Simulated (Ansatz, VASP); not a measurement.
**LiCl in VASP and in Ansatz**

```
CELL_PARAMETERS angstrom
0.00000 2.60685 2.60685
2.60685 0.00000 2.60685
2.60685 2.60685 0.00000
ATOMIC_POSITIONS crystal
Li 0.00000 0.00000 0.00000
Cl 0.50000 0.50000 0.50000
```

Alike in both runs: task single point; functional PBE; k mesh 8 × 8 × 8; occupations gaussian, width 0.02 eV; no spin polarisation.

```csv
,VASP,Ansatz
version,VASP 6.6.1,Ansatz 0.2.0
potentials or method,"VASP PAW PBE potentials, release 64 (Li_sv, Cl), cutoff 520 eV","scalar-relativistic, plane waves, PAW"
valence electrons in the cell,10,10
```

VASP gave:

- gap on the k mesh at the Fermi level (eV): 6.07
- least direct gap on the mesh (eV): 6.07

Task: What did Ansatz give for the same quantities?

Result: gap on the k mesh at the Fermi level (eV): 6.06; least direct gap on the mesh (eV): 6.06.

The functional is the same, so the differences come from potentials, cutoffs and numerics.

Noted on VASP's run: the cutoff is short for stress, so the pressure is rough.
